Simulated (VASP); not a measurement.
A run of VASP 6.6.1 is set up as follows.

Contents of INCAR:

```
SYSTEM = Ge
PREC = Accurate
ENCUT = 520
EDIFF = 1E-6
ISMEAR = 0
SIGMA = 0.15
LREAL = .FALSE.
LASPH = .TRUE.
NELM = 80
ALGO = Normal
ISIF = 2
LWAVE = .FALSE.
LCHARG = .FALSE.
GGA = PS
NBANDS = 66
```

The input KPOINTS:

```
Automatic mesh
0
G
  8 8 8
  0 0 0
```

Contents of POSCAR:

```
Ge
1.0
   -3.3655732048      3.3655732048      3.3655732048
    3.3655732048     -3.3655732048      3.3655732048
    3.3655732048      3.3655732048     -3.3655732048
Ge
8
Direct
    0.5000000000      0.0000000000      0.7958385091
    0.7958385091      0.5000000000      0.0000000000
    0.0000000000      0.7958385091      0.5000000000
    0.7041614909      0.7041614909      0.7041614909
    0.5000000000      0.0000000000      0.2041614909
    0.2041614909      0.5000000000      0.0000000000
    0.0000000000      0.2041614909      0.5000000000
    0.2958385091      0.2958385091      0.2958385091
```

Potentials or basis: VASP PAW PBE potentials, release 64 (Ge_d).

The run is started by

```sh
$ cat potpaw_PBE.64/Ge_d/POTCAR > POTCAR
$ mpirun -np 1 vasp_std > vasp.out
```

Problem. Predict the largest force.

Solution. 0.331 eV/Å.

Problem. What does it give for the band gap on the k mesh?

Solution. Zero (bands 56 and 57 overlap by 0.57 eV).

Problem. What does it give for the pressure?

Solution. 7.9 GPa.

Forces on the atoms (eV/Å):
```
Ge  -0.191 -0.191  0.191
Ge   0.191 -0.191 -0.191
Ge  -0.191  0.191 -0.191
Ge   0.191  0.191  0.191
Ge   0.191  0.191 -0.191
Ge  -0.191  0.191  0.191
Ge   0.191 -0.191  0.191
Ge  -0.191 -0.191 -0.191
```

Caveat: the cell differs from its parent crystal (strain -0.030 along x and y, -0.030 along z); the cell stands under pressure; semilocal functionals underestimate gaps, so a narrow gap can read as zero; the PAW data sets were made with another functional, which shifts forces and pressure a little.
